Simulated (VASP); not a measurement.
Input of a VASP 6.6.1 run:

Contents of INCAR:

```
SYSTEM = H2C5
  PREC = Accurate
  ENCUT = 520
  EDIFF = 1E-6
  ISMEAR = -1
  SIGMA = 0.02
  LREAL = Auto
  LASPH = .True.
  NELM = 100
  ALGO = Normal
  ISIF = 2
  LWAVE = .False.
  LCHARG = .True.
  GGA = PS
  LELF = .True.
  LVHAR = .True.
  NBANDS = 122
```

File KPOINTS:

```
regular mesh
0
Gamma
  2 1 1
  0 0 0
```

POSCAR

```
H2C5
1.0
    5.0487420000      0.0000000000      0.0000000000
    0.0000000000     10.0974850000      0.0000000000
    0.0000000000      0.0000000000     17.1647000000
H C
16 40
Direct
    0.4277897346      0.0000000000      0.0582591015
    0.0722160095      0.0000000000      0.0582591015
    0.9277954786      0.0000000000      0.0582591015
    0.5722217535      0.0000000000      0.0582591015
    0.4277897346      0.2500028472      0.0582591015
    0.0722160095      0.2500028472      0.0582591015
    0.9277954786      0.2500028472      0.0582591015
    0.5722217535      0.2500028472      0.0582591015
    0.4277897346      0.4999957910      0.0582591015
    0.0722160095      0.4999957910      0.0582591015
    0.9277954786      0.4999957910      0.0582591015
    0.5722217535      0.4999957910      0.0582591015
    0.4277897346      0.7499986383      0.0582591015
    0.0722160095      0.7499986383      0.0582591015
    0.9277954786      0.7499986383      0.0582591015
    0.5722217535      0.7499986383      0.0582591015
    0.2500028720      0.0000000000      0.0952361533
    0.7500086160      0.0000000000      0.0952361533
    0.2500028720      0.2500028472      0.0952361533
    0.7500086160      0.2500028472      0.0952361533
    0.2500028720      0.4999957910      0.0952361533
    0.7500086160      0.4999957910      0.0952361533
    0.2500028720      0.7499986383      0.0952361533
    0.7500086160      0.7499986383      0.0952361533
    0.2500028720      0.1250014236      0.1472324014
    0.7500086160      0.1250014236      0.1472324014
    0.2500028720      0.3750042709      0.1472324014
    0.7500086160      0.3750042709      0.1472324014
    0.2500028720      0.6249972147      0.1472324014
    0.7500086160      0.6249972147      0.1472324014
    0.2500028720      0.8750000619      0.1472324014
    0.7500086160      0.8750000619      0.1472324014
    0.0054072876      0.1273089289      0.1920919096
    0.5050961210      0.1211984965      0.1937814235
   -0.0040208036      0.3824120561      0.2067382477
    0.5129792729      0.3771533209      0.2059575757
    0.0055063222      0.6299588462      0.1927152819
    0.4978665973      0.6225114472      0.1955291965
    0.0144392405      0.8758814695      0.2066392072
    0.4962028165      0.8715437557      0.2054099402
    0.0120227970      0.0063778258      0.2566080386
    0.5023429599      0.0048725004      0.2561710953
   -0.0071304891      0.2464475065      0.2572663664
    0.4974506521      0.2380493757      0.2490693109
   -0.0029116164      0.5127316356      0.2540446381
    0.4964008856      0.5054624988      0.2571848037
    0.0004555590      0.7468790496      0.2536193467
    0.4914689640      0.7377777734      0.2536309985
    0.2563806984      0.0619758286      0.2901769329
    0.7548613100      0.0551919612      0.2971913287
    0.2585594590      0.1971084879      0.2894428682
    0.7527617771      0.1913545799      0.2943482846
    0.2433477488      0.5610803086      0.2935909162
    0.7539105781      0.5566831741      0.2938996895
    0.2455859301      0.6976885829      0.2960902317
    0.7421254641      0.6942421801      0.2914061999
```

Potentials or basis: VASP PAW PBE potentials, release 64 (H, C).

Launch:

```bash
$ cat potpaw_PBE.64/H/POTCAR potpaw_PBE.64/C/POTCAR > POTCAR
$ mpirun -np 1 vasp_std > vasp.out
```

Question: Estimate the band gap on the k mesh.

Answer: 0.77 eV.

Question: Predict the largest force.

Answer: 8.945 eV/Å.

Forces on the atoms (eV/Å):
```
H   -8.905 -0.044  0.056
H    8.914 -0.098  0.025
H   -8.944 -0.106  0.012
H    8.921 -0.056  0.015
H   -8.923  0.105  0.023
H    8.917  0.035  0.039
H   -8.922  0.048  0.062
H    8.907  0.121  0.032
H   -8.916 -0.017  0.041
H    8.919 -0.057  0.002
H   -8.935 -0.058  0.024
H    8.925 -0.026  0.026
H   -8.905  0.100  0.025
H    8.914  0.016  0.054
H   -8.941 -0.003  0.025
H    8.910  0.119  0.000
C   -0.156 -0.203  1.233
C    0.046 -0.288  1.269
C    0.091  0.289  1.452
C   -0.121  0.209  1.466
C   -0.118 -0.278  1.252
C    0.005 -0.117  1.196
C    0.141  0.214  1.226
C   -0.145  0.228  1.344
C    0.963 -0.215 -3.993
C    0.842 -0.429 -3.918
C    0.247  0.690  1.538
C    0.453  0.972  1.366
C    0.614 -0.030 -3.740
C    0.025  0.025 -3.198
C    0.528 -0.037  1.205
C    0.230 -0.015  1.528
C   -1.710 -0.438  1.974
C   -0.275  0.296 -0.349
C    0.673 -1.998 -0.595
C   -2.466 -1.564 -0.724
C   -1.530 -0.759  0.972
C    0.068  0.113 -0.722
C   -2.045  0.380 -0.490
C    0.911  0.552 -0.080
C   -1.606  1.365 -1.084
C    0.554  0.752 -1.012
C    1.914 -0.441 -1.552
C    2.329  1.251  1.405
C    0.532  0.087 -0.518
C    0.811  0.985 -0.642
C   -0.389 -1.391  0.298
C    0.752  1.123 -0.134
C    0.029 -1.204  1.321
C    0.379 -0.527 -1.130
C   -1.920  0.248  1.205
C   -0.983  0.444 -0.256
C    0.533 -0.935  0.267
C   -1.440  0.933  0.137
C   -0.141 -0.429 -0.381
C    1.444  0.061  0.405
```

Caveat: the k points lie up to 0.62 Å⁻¹ apart; the atoms stand as in a frame of molecular dynamics; the PAW data sets were made with another functional, which shifts forces and pressure a little.
